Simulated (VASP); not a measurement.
ZnCd4S: relaxation of cell and atoms with PBE

Crystal: ZnCd4S.

```
Zn Cd S
1.0
     5.94491    0.00000    0.00000
    -2.97245    5.14844    0.00000
     0.00000    0.00000    4.48157
Zn Cd S
1 4 1
Direct
  0.33333 0.66667 0.00000
  0.66667 0.33333 0.00000
  0.01017 0.50508 0.50000
  0.49492 0.50508 0.50000
  0.49492 0.98984 0.50000
  0.00000 0.00000 0.00000
```

```
Program                : VASP 6.6.1
Task                   : relaxation of cell and atoms
Functional             : PBE
Potentials or basis    : VASP PAW PBE potentials, release 64 (Zn, Cd, S)
Cutoff                 : 600 eV
k mesh                 : 6 × 6 × 8
Occupations            : gaussian, width 0.1 eV
Spin                   : no spin polarisation
Dipole correction      : no
Further INCAR settings : ALGO = Normal; EDIFF = 1e-06; IBRION = 2; EDIFFG = -0.01; NSW = 100; ISIF = 3
```

| Item | Value |
| --- | --- |
| Relaxed volume | 23.74 Å³/atom |
| Relaxed cell | a = 5.863 Å, b = 5.863 Å, c = 4.785 Å, α = 90.00°, β = 90.00°, γ = 120.00° |
| Space group after relaxing (to 0.05 Å) | P-6m2 (No. 187) |
| Energy gained by relaxing | 17.0 meV/atom |
| Ionic steps | 9 |
| Pressure after relaxing | 0.0 GPa |
| Band gap on the k mesh | zero (band 33 reaches 2.85 eV, above the bottom of band 34 at 1.22 eV) |

Step by step:
```
step  energy change (eV)  largest force (eV/Å)  pressure (GPa)  volume (Å³)
   1              0.0000                0.1878            2.10       137.17
   2             -0.0669                0.0862            0.03       143.17
   3             -0.0701                0.0559           -0.62       145.37
   4             -0.0703                0.0613           -0.52       144.99
   5             -0.0848                0.0394           -0.37       144.20
   6             -0.1014                0.0396            0.13       141.90
   7             -0.1017                0.0274            0.06       142.19
   8             -0.1017                0.0299            0.08       142.13
   9             -0.1019                0.0012            0.00       142.45
```

Final structure:
```
Zn Cd S
1.0
     5.86340    0.00000    0.00000
    -2.93170    5.07785    0.00000
     0.00000    0.00000    4.78452
Zn Cd S
1 4 1
Direct
  0.33333 0.66667 0.00000
  0.66667 0.33333 0.00000
  0.00518 0.50259 0.50000
  0.49741 0.50259 0.50000
  0.49741 0.99482 0.50000
  0.00000 0.00000 0.00000
```

Levels at points of the mesh, in eV from the Fermi level:
```tsv
k point	band 30	band 31	band 32	band 33	band 34	band 35	band 36	band 37
(0.00, 0.00, 0.00)	-2.25	-2.04	-1.15	-1.15	0.32	0.62	2.33	2.33
(0.50, 0.00, 0.00)	-1.25	-0.92	-0.47	0.20	0.26	1.68	2.08	2.49
(0.00, 0.00, 0.50)	-1.68	-1.68	-1.03	0.11	0.20	0.20	0.82	0.82
(0.50, 0.00, 0.50)	-2.88	-2.38	-1.93	-0.47	-0.11	1.80	1.83	3.17
```

Wall time 40 min on 1 thread of AMD EPYC 7R13, with other jobs on the host, peak memory 0.39 GiB.
